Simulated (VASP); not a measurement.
# SiC (I-4m2) in VASP: notebook

The runs below take SiC through single point, with PBEsol.

Program: VASP 6.6.1. These are calculated values, not measurements. Logs are shortened: lines on timing, memory, paths and dates and some standing lists are left out, and cuts for length are marked.

## Step 1: The cell of the first run

Symmetry: I-4m2, No. 119, tetragonal system. The conventional cell has a = 3.112 Å, b = 3.112 Å, c = 4.326 Å, α = 90.00°, β = 90.00°, γ = 90.00°. Si (site symmetry -4m2) has 4 C at 1.89 Å within 2.5 Å. C (site symmetry -4m2) has 4 Si at 1.89 Å within 2.5 Å.

## Step 2: Single point, PBEsol (in-plane strain +0.01, then relaxed in part)

INCAR

```
SYSTEM = SiC
ALGO     = Normal         ! electronic algorithm
EDIFF    = 1E-6           ! SCF threshold, eV
ENCUT    = 520            ! plane-wave cutoff, eV
GGA      = PS             ! functional
ISIF     = 2              ! what is computed and relaxed
ISMEAR   = 0              ! smearing method
LASPH    = .True.         ! aspherical terms in the spheres
LCHARG   = .False.        ! write CHGCAR
LREAL    = .False.        ! projectors in reciprocal space
LWAVE    = .False.        ! write WAVECAR
NBANDS   = 11             ! bands
NELM     = 60             ! most SCF steps
PREC     = Accurate       ! precision mode
SIGMA    = 0.01           ! smearing width, eV
```

KPOINTS

```
k-points
0
Gamma
  10 10 10
  0 0 0
```

POSCAR

```
SiC
1.0
    2.2001988024      2.2001988024      0.0000000000
   -2.2001988024      2.2001988024      0.0000000000
    0.0000000000      2.2001988024      2.1628653102
Si C
1 1
Direct
    0.0000000000      0.0000000000      0.0000000000
    0.7500000000      0.2500000000      0.5000000000
```

Potentials or basis: VASP PAW PBE potentials, release 64 (Si, C).

Launch:

```bash
$ cat potpaw_PBE.64/Si/POTCAR potpaw_PBE.64/C/POTCAR > POTCAR
$ mpirun -np 1 vasp_std > vasp.out
```

OUTCAR:

```text
SYSTEM = SiC
   EDIFF = 1E-6
   ENCUT = 520
   GGA = PS
   ISIF = 2
   ISMEAR = 0
   LASPH = .True.
   LREAL = .False.
   NELM = 60
   PREC = Accurate

 ion  position               nearest neighbor table
   1  0.000  0.000  0.000-   2 1.89   2 1.89   2 1.89   2 1.89
   2  0.750  0.250  0.500-   1 1.89   1 1.89   1 1.89   1 1.89

  LATTYP: Found a body centered tetragonal cell.
 ALAT       =     3.1115509863
 C/A-ratio  =     1.3902168531

  Lattice vectors:

 A1 = (   2.2001988024,   0.0000000000,  -2.1628653102)
 A2 = (  -2.2001988024,   0.0000000000,  -2.1628653102)
 A3 = (   0.0000000000,   2.2001988024,   2.1628653102)

Analysis of symmetry for initial positions (statically):
=====================================================================
 Subroutine PRICEL returns:
 Original cell was already a primitive cell.

 Routine SETGRP: Setting up the symmetry group for a
 body centered tetragonal supercell.

 Subroutine GETGRP returns: Found  8 space group operations
 (whereof  8 operations were pure point group operations)
 out of a pool of 16 trial point group operations.

The static configuration has the point symmetry D_2d.

Analysis of symmetry for dynamics (positions and initial velocities):
=====================================================================
 Subroutine PRICEL returns:
 Original cell was already a primitive cell.

 Routine SETGRP: Setting up the symmetry group for a
 body centered tetragonal supercell.

 Subroutine GETGRP returns: Found  8 space group operations
 (whereof  8 operations were pure point group operations)
 out of a pool of 16 trial point group operations.

The dynamic configuration has the point symmetry D_2d.

 Subroutine INISYM returns: Found  8 space group operations
 (whereof  8 operations are pure point group operations),
 and found     1 'primitive' translations

----------------------------------------------------------------------------------------

                                     Primitive cell

  volume of cell :      20.9403

  direct lattice vectors                    reciprocal lattice vectors
     2.200198802  2.200198802  0.000000000     0.227252192  0.227252192 -0.231174821
    -2.200198802  2.200198802  0.000000000    -0.227252192  0.227252192 -0.231174821
     0.000000000  2.200198802  2.162865310     0.000000000  0.000000000  0.462349641

  length of vectors
     3.111550986  3.111550986  3.085265162     0.395890029  0.395890029  0.462349641

  position of ions in fractional coordinates (direct lattice)
     0.000000000  0.000000000  0.000000000
     0.750000000  0.250000000  0.500000000

  ion indices of the primitive-cell ions
   primitive index   ion index
                 1           1
                 2           2

----------------------------------------------------------------------------------------

 KPOINTS: k-points

Automatic generation of k-mesh.
 Grid dimensions read from file:
 generate k-points for:   10   10   10

 Generating k-lattice:

  Cartesian coordinates                     Fractional coordinates (reciprocal lattice)
     0.022725219  0.022725219 -0.023117482     0.100000000  0.000000000 -0.000000000
    -0.022725219  0.022725219 -0.023117482     0.000000000  0.100000000 -0.000000000
     0.000000000  0.000000000  0.046234964     0.000000000  0.000000000  0.100000000

  Length of vectors
     0.039589003  0.039589003  0.046234964

  Shift w.r.t. Gamma in fractional coordinates (k-lattice)
     0.000000000  0.000000000  0.000000000

 Subroutine IBZKPT returns following result:
 ===========================================

 Found    102 irreducible k-points:

 Following reciprocal coordinates:
            Coordinates               Weight
  0.000000  0.000000  0.000000      1.000000
  0.100000  0.000000  0.000000      8.000000
  0.200000  0.000000  0.000000      8.000000
  0.300000  0.000000  0.000000      8.000000
  0.400000  0.000000  0.000000      8.000000
  0.500000  0.000000  0.000000      4.000000
[... 16 lines left out ...]
  0.300000  0.300000  0.000000      8.000000
  0.400000  0.300000  0.000000     16.000000
 [... further k-points ...]
   k-points           NKPTS =    102   k-points in BZ     NKDIM =    102   number of bands    NBANDS=     11
   number of dos      NEDOS =    301   number of ions     NIONS =      2
   total plane-waves  NPLWV =  13824
   dimension x,y,z NGX =    24 NGY =   24 NGZ =   24
   dimension x,y,z NGXF=    48 NGYF=   48 NGZF=   48
   ions per type =               1   1
   NGX,Y,Z   is equivalent  to a cutoff of  12.82, 12.82, 12.93 a.u.
   NGXF,Y,Z  is equivalent  to a cutoff of  25.65, 25.65, 25.86 a.u.
 SYSTEM =  SiC
   PREC   = accura    normal or accurate (medium, high low for compatibility)
   ISTART =      0    job   : 0-new  1-cont  2-samecut
   ICHARG =      2    charge: 1-file 2-atom 10-const
   ISPIN  =      1    spin polarized calculation?
   LNONCOLLINEAR =      F non collinear calculations
   LSORBIT =      F    spin-orbit coupling
   LASPH  =      T    aspherical Exc in radial PAW
   ENCUT  =  520.0 eV  38.22 Ry    6.18 a.u.   5.79  5.79  5.74*2*pi/ulx,y,z
   NELM   =     60;   NELMIN=  2; NELMDL= -5     # of ELM steps
   EDIFF  = 0.1E-05   stopping-criterion for ELM
   LREAL  =      F    real-space projection
   EDIFFG = 0.1E-04   stopping-criterion for IOM
   NSW    =      0    number of steps for IOM
   IBRION =     -1    ionic relax: 0-MD 1-quasi-New 2-CG
   NFREE  =      0    steps in history (QN), initial steepest desc. (CG)
   ISIF   =      2    stress and relaxation
   ISYM   =      2    0-nonsym 1-usesym 2-fastsym
   POTIM  = 0.5000    time-step for ionic-motion
   TEBEG  =    0.0;   TEEND  =   0.0 temperature during run
   PSTRESS=    0.0 pullay stress
   NELECT =       8.0000    total number of electrons
   NUPDOWN=      -1.0000    fix difference up-down
   EMIN   =  10.00;   EMAX   =-10.00  energy-range for DOS
   EFERMI =   0.00;   METHOD = LEGACY
   ISMEAR =     0;   SIGMA  =   0.01  broadening in eV -4-tet -1-fermi 0-gaus
   EFERMI_NEDOS =   21; number of points for ismear=-14 and -15
   IALGO  =     38    algorithm
   IMIX   =      4    mixing-type and parameters
     AMIX     =   0.40;   BMIX     =  1.00
     AMIX_MAG =   1.60;   BMIX_MAG =  1.00
  volume/ion in A,a.u.               =      10.47        70.66
  Fermi-wavevector in a.u.,A,eV,Ry     =   1.187892  2.244791 19.199018  1.411088
  Thomas-Fermi vector in A             =   2.324034
   LORBIT       =      0    0 simple, 1 ext, 2 COOP (PROOUT), +10 PAW based schemes
   GGA     = PS    functional components
   LHFCALC =     F    Hartree Fock is set to
   AEXX    =    0.0000 exact exchange contribution
   IVDW    =     0    specifies the selected vdW correction
   LEPSILON=     F    determine dielectric tensor
   LRPA    =     F    only Hartree local field effects (RPA)
 non-spin polarized calculation
 Gauss-broadening in eV      SIGMA  =   0.01
  energy-cutoff  :      520.00
  volume of cell :       20.94
 maximum number of plane-waves:       580
   NGX = 11   NGY = 11   NGZ = 11

 number of electron       8.0000001 magnetization

 Free energy of the ion-electron system (eV)
  ---------------------------------------------------
  ext. energy  EPLUGINS =         0.00000000
  ---------------------------------------------------
  free energy    TOTEN  =       -15.91016000 eV

  energy without entropy =      -15.91016000  energy(sigma->0) =      -15.91016000

 E-fermi :   8.1073     XC(G=0): -11.4539

 val. band max:        7.9992194324   @ k =   0.0000   0.0000   0.0000
 cond. band min:       9.0671152422   @ k =   0.0000   0.0000   0.5000
 fundamental gap:      1.0678958097
 Fermi energy:         8.1072549451

 k-point     1 :       0.0000    0.0000    0.0000
  band No.  band energies     occupation
      1      -7.4069      2.00000
      2       7.8869      2.00000
      3       7.8869      2.00000
      4       7.9992      2.00000
      5      13.9706      0.00000
      6      15.0550      0.00000
      7      15.1009      0.00000
      8      15.1009      0.00000
      9      22.0523      0.00000
     10      22.5537      0.00000
     11      24.0033      0.00000

 k-point     2 :       0.1000    0.0000    0.0000
  band No.  band energies     occupation
      1      -7.2126      2.00000
      2       6.9086      2.00000
      3       7.7445      2.00000
      4       7.8371      2.00000
      5      14.2396      0.00000
      6      15.2756      0.00000
      7      15.3354      0.00000
      8      15.3929      0.00000
      9      21.1407      0.00000
     10      21.5291      0.00000
     11      23.9002      0.00000

 k-point     3 :       0.2000    0.0000    0.0000
  band No.  band energies     occupation
      1      -6.6380      2.00000
      2       4.7913      2.00000
      3       7.4184      2.00000
      4       7.5451      2.00000
      5      13.9507      0.00000
      6      15.6481      0.00000
      7      15.7197      0.00000
      8      16.5386      0.00000
      9      20.5730      0.00000
     10      20.7638      0.00000
     11      23.0388      0.00000

 k-point     4 :       0.3000    0.0000    0.0000
  band No.  band energies     occupation
      1      -5.7178      2.00000
      2       2.4848      2.00000
      3       7.0828      2.00000
      4       7.2474      2.00000
      5      13.5352      0.00000
      6      15.4537      0.00000
      7      15.6622      0.00000
      8      17.4971      0.00000
      9      21.4484      0.00000
     10      21.4948      0.00000
     11      22.7698      0.00000
[... 239 lines left out ...]
 k-point    22 :      -0.2000    0.2000    0.0000
  band No.  band energies     occupation
      1      -6.3918      2.00000
      2       5.4901      2.00000
      3       6.4797      2.00000
      4       6.5470      2.00000
      5      12.7539      0.00000
      6      14.8656      0.00000
      7      17.2465      0.00000
      8      17.5607      0.00000
      9      18.4624      0.00000
     10      23.5569      0.00000
     11      26.8097      0.00000

 k-point    23 :       0.3000    0.3000    0.0000
  band No.  band energies     occupation
      1      -3.3399      2.00000
      2       1.1574      2.00000
      3       2.6054      2.00000
      4       6.1948      2.00000
      5      12.3332      0.00000
      6      17.0958      0.00000
      7      17.8410      0.00000
      8      18.4806      0.00000
      9      21.2435      0.00000
     10      21.6206      0.00000
     11      28.5093      0.00000

 k-point    24 :       0.4000    0.3000    0.0000
  band No.  band energies     occupation
      1      -2.7198      2.00000
      2       0.5580      2.00000
      3       2.6435      2.00000
      4       5.6742      2.00000
      5      11.4899      0.00000
      6      16.5374      0.00000
      7      18.6310      0.00000
      8      19.1675      0.00000
      9      20.9370      0.00000
     10      23.2526      0.00000
     11      28.9512      0.00000

 [... further k-points ...]

------------------------ aborting loop because EDIFF is reached ----------------------------------------

  FORCE on cell =-STRESS in cart. coord.  units (eV):
  Direction    XX          YY          ZZ          XY          YZ          ZX
  --------------------------------------------------------------------------------------
  -------------------------------------------------------------------------------------
  Total       -0.4988890     -0.4988890      0.0442067      0.0000000      0.0000000     -0.0000000
  in kB      -38.1707952    -38.1707952      3.3823276      0.0000000      0.0000000     -0.0000000
  external PRESSURE =     -24.3197543 kB  Pullay stress =       0.0000000 kB

 VOLUME and BASIS-vectors are now :
 -----------------------------------------------------------------------------
  energy-cutoff  :      520.00
  volume of cell :       20.94
      direct lattice vectors                 reciprocal lattice vectors
     2.200198802  2.200198802  0.000000000     0.227252192  0.227252192 -0.231174821
    -2.200198802  2.200198802  0.000000000    -0.227252192  0.227252192 -0.231174821
     0.000000000  2.200198802  2.162865310     0.000000000  0.000000000  0.462349641

 POSITION                                       TOTAL-FORCE (eV/Angst)
 -----------------------------------------------------------------------------------
      0.00000      0.00000      0.00000         0.000000     -0.000000      0.000000
      1.10010      3.30030      1.08143        -0.000000      0.000000      0.000000
 -----------------------------------------------------------------------------------
    total drift:                               -0.000000      0.000000      0.000000

  FREE ENERGIE OF THE ION-ELECTRON SYSTEM (eV)
  ---------------------------------------------------
  free  energy   TOTEN  =       -15.9101600020 eV

  energy  without entropy=      -15.9101600020  energy(sigma->0) =      -15.91016000
```

Wall time 6.5 s (1 thread of Intel Xeon 6975P-C (Granite Rapids), shared host); peak memory 0.14 GiB.

What came out:

```
Free energy            : -15.9102 eV
Pressure               : -2.4 GPa
Band gap on the k mesh : 1.07 eV, indirect (least direct gap 4.41 eV)
```

Stress tensor (GPa, compression positive):
```
-3.82  0.00  0.00
 0.00 -3.82  0.00
 0.00  0.00  0.34
```

Levels at points of the mesh, in eV from the valence-band top:
| k point | band 1 | band 2 | band 3 | band 4 | band 5 | band 6 | band 7 | band 8 | band 9 |
| --- | --- | --- | --- | --- | --- | --- | --- | --- | --- |
| (0.00, 0.00, 0.00) | -15.41 | -0.11 | -0.11 | 0.00 | 5.97 | 7.06 | 7.10 | 7.10 | 14.05 |
| (0.50, 0.00, 0.00) | -11.85 | -8.61 | -1.23 | -1.03 | 5.17 | 6.89 | 7.17 | 9.78 | 15.76 |
| (0.50, 0.50, 0.00) | -10.44 | -7.94 | -3.21 | -3.19 | 1.22 | 4.18 | 13.50 | 14.02 | 14.35 |
| (0.00, 0.00, 0.50) | -10.31 | -7.73 | -3.38 | -3.38 | 1.07 | 3.89 | 13.69 | 13.69 | 14.62 |

Caveat: the cell differs from its parent crystal (in-plane strain +0.01, then relaxed in part); the PAW data sets were made with another functional, which shifts forces and pressure a little.

## Step 3: Single point, PBEsol (in-plane strain +0.01)

INCAR

```
SYSTEM = SiC
PREC = Accurate
ENCUT = 520
EDIFF = 1E-6
ISMEAR = 0
SIGMA = 0.01
LREAL = .False.
LASPH = .True.
NELM = 100
ALGO = Normal
ISIF = 2
LWAVE = .False.
LCHARG = .True.
GGA = PS
LELF = .True.
LVHAR = .True.
NBANDS = 11
```

KPOINTS

```
regular mesh
0
Gamma
  10 10 10
  0 0 0
```

Changes to POSCAR since step 2:

```diff
@@ -4,3 +4,3 @@
    -2.2001988024      2.2001988024      0.0000000000
-    0.0000000000      2.2001988024      2.1628653102
+    0.0000000000      2.2001988024      2.1653441679
 Si C
```

Potentials or basis: VASP PAW PBE potentials, release 64 (Si, C).

Launch:

```bash
$ cat potpaw_PBE.64/Si/POTCAR potpaw_PBE.64/C/POTCAR > POTCAR
$ mpirun -np 1 vasp_std > vasp.out
```

Wall time 7.2 s (1 thread of Intel Xeon 6975P-C (Granite Rapids), shared host); peak memory 0.14 GiB.

The run converged. Its results:

```
Free energy            : -15.9102 eV
Pressure               : -2.7 GPa
Band gap on the k mesh : 1.08 eV, indirect (least direct gap 4.41 eV)
```

Stress tensor (GPa, compression positive):
```
-3.97  0.00  0.00
 0.00 -3.97  0.00
 0.00  0.00 -0.08
```

Levels at points of the mesh, in eV from the valence-band top:
| k point | band 1 | band 2 | band 3 | band 4 | band 5 | band 6 | band 7 | band 8 |
| --- | --- | --- | --- | --- | --- | --- | --- | --- |
| (0.00, 0.00, 0.00) | -15.39 | -0.10 | -0.10 | 0.00 | 5.96 | 7.05 | 7.10 | 7.10 |
| (0.50, 0.00, 0.00) | -11.84 | -8.60 | -1.22 | -1.03 | 5.16 | 6.90 | 7.16 | 9.78 |
| (0.50, 0.50, 0.00) | -10.43 | -7.93 | -3.21 | -3.18 | 1.22 | 4.18 | 13.51 | 14.00 |
| (0.00, 0.00, 0.50) | -10.30 | -7.73 | -3.37 | -3.37 | 1.08 | 3.90 | 13.69 | 13.69 |

Caveat: the cell differs from its parent crystal (in-plane strain +0.01); the PAW data sets were made with another functional, which shifts forces and pressure a little.

## Step 4: Single point, PBEsol (in-plane strain +0.02, then relaxed in part)

INCAR

```
PREC     = Accurate       # precision mode
ENCUT    = 520            # plane-wave cutoff, eV
EDIFF    = 1E-6           # SCF threshold, eV
ISMEAR   = 0              # smearing method
SIGMA    = 0.01           # smearing width, eV
LREAL    = F              # projectors in reciprocal space
LASPH    = T              # aspherical terms in the spheres
NELM     = 100            # most SCF steps
ALGO     = Normal         # electronic algorithm
ISIF     = 2              # what is computed and relaxed
LWAVE    = F              # write WAVECAR
LCHARG   = F              # write CHGCAR
GGA      = PS             # functional
NBANDS   = 11             # bands
```

KPOINTS

```
Automatic mesh
0
Gamma
  10 10 10
```

POSCAR

```
SiC
1.0
    2.2219829490      2.2219829490      0.0000000000
   -2.2219829490      2.2219829490      0.0000000000
    0.0000000000      2.2219829490      2.1469350158
Si C
1 1
Direct
    0.0000000000      0.0000000000      0.0000000000
    0.7500000000      0.2500000000      0.5000000000
```

Launch:

```bash
$ cat potpaw_PBE.64/Si/POTCAR potpaw_PBE.64/C/POTCAR > POTCAR
$ mpirun -np 1 vasp_std > vasp.out
```

It took 6.8 s on 1 thread of Intel Xeon 6975P-C (Granite Rapids), shared host; peak memory 0.15 GiB.

Results (log left out):

| Property | Result |
| --- | --- |
| Free energy | -15.8949 eV |
| Pressure | -5.0 GPa |
| Band gap on the k mesh | 0.91 eV, indirect (least direct gap 4.38 eV) |

Stress tensor (GPa, compression positive):
```
-7.71  0.00  0.00
 0.00 -7.71  0.00
 0.00  0.00  0.32
```

Levels at points of the mesh, in eV from the valence-band top:
```
           k point  band 1  band 2  band 3  band 4  band 5  band 6  band 7  band 8
(0.00, 0.00, 0.00)  -15.38   -0.22   -0.22    0.00    5.75    6.87    6.97    6.97
(0.50, 0.00, 0.00)  -11.87   -8.61   -1.40   -1.00    4.92    6.65    7.24    9.65
(0.50, 0.50, 0.00)  -10.51   -8.04   -3.21   -3.16    1.22    4.17   13.05   14.00
(0.00, 0.00, 0.50)  -10.25   -7.62   -3.55   -3.55    0.91    3.57   13.43   13.43
```

Caveat: the cell differs from its parent crystal (in-plane strain +0.02, then relaxed in part); the PAW data sets were made with another functional, which shifts forces and pressure a little.

## Step 5: Overview

```csv
cell,gap on the mesh (eV),pressure (GPa)
"a = 3.112, b = 3.112, c = 3.085 Å, angles 59.7, 59.7, 90.0°, 2 atoms",1.07,-2.4
"a = 3.112, b = 3.112, c = 3.087 Å, angles 59.7, 59.7, 90.0°, 2 atoms",1.08,-2.7
"a = 3.142, b = 3.142, c = 3.090 Å, angles 59.4, 59.4, 90.0°, 2 atoms",0.91,-5.0
```

Alike in all rows: task single point; level PBEsol; potentials or basis VASP PAW PBE potentials, release 64 (Si, C); no spin polarisation; k mesh 10 × 10 × 10; cutoff (eV) 520; smearing gaussian 0.01 eV.

Caveats: the PAW data sets were made with another functional, which shifts forces and pressure a little.

Absolute energies hang on the potentials; compare differences alone.
